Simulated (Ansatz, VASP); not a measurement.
**Hg in VASP and in Ansatz**

Contents of INCAR:

```
SYSTEM = Hg
PREC = Accurate ; ENCUT = 600
EDIFF = 1E-6 ; ISMEAR = 0
SIGMA = 0.1 ; LREAL = .FALSE.
LASPH = .TRUE. ; NELM = 100
ALGO = Normal ; ISIF = 3
LWAVE = .FALSE. ; LCHARG = .FALSE.
GGA = PE ; IVDW = 12
IBRION = 2 ; NSW = 100
EDIFFG = -0.005
```

Contents of KPOINTS:

```
Automatic mesh
0
G
  9 9 14
  0 0 0
```

File POSCAR:

```
Hg
1.0
    5.3526066616      0.0000000000      0.0000000000
   -2.6763033308      4.6354933454      0.0000000000
    0.0000000000      0.0000000000      3.0969184761
Hg
3
Direct
    0.3333333333      0.6666666667      0.5000000000
    0.0000000000      0.0000000000      0.0000000000
    0.6666666667      0.3333333333      0.5000000000
```

Input for Ansatz:

```yaml
crystal:
  lattice:
    - [5.3526066616, 0.0, 0.0]
    - [-2.6763033308, 4.6354933454, 0.0]
    - [0.0, 0.0, 3.0969184761]
  atoms:
    - { symbol: Hg, position: [0.3333333333, 0.6666666667, 0.5] }
    - { symbol: Hg, position: [0.0, 0.0, 0.0] }
    - { symbol: Hg, position: [0.6666666667, 0.3333333333, 0.5] }
basis:
  ecutwfc: 420
kpoints:
  mp_grid: { grid: [9, 9, 14] }
hamiltonian:
  xc: pbe
  dispersion: d3bj
scf:
  occupations: { method: gaussian, width: 0.1 }
output:
  forces: true
  stress: true
  eigenvalues: true
  write_density: true
  write_potential: true
  elf: true
  volumetric_format: npy
relax:
  adjacent_minimum: "off"
  f_tol: 0.005
  max_steps: 80
  cell: { stress_tol: 0.05 }
```

Alike in both runs: task relaxation of cell and atoms; functional PBE; dispersion D3(BJ); k mesh 9 × 9 × 14; occupations gaussian, width 0.1 eV; no spin polarisation.

```csv
,VASP,Ansatz
version,VASP 6.6.1,Ansatz 0.2.0
potentials or method,"VASP PAW PBE potentials, release 64 (Hg), cutoff 600 eV","scalar-relativistic, plane waves, PAW"
valence electrons in the cell,36,60
```

```tsv
	VASP	Ansatz	Ansatz less VASP
gap on the k mesh at the Fermi level, each at its own relaxed structure (eV)	none	none	-
relaxed volume (Å³/atom)	26.00	25.70	-0.293
relaxed cell length with the largest relative difference (Å)	3.151	3.139	-0.0126
```

A gap of «none» marks a metal or a gap that the smearing closes. VASP's potentials hold 36 valence electrons a cell and Ansatz's 60, so a difference there can come from the potentials and not from the codes.

Spin-orbit coupling is off throughout.
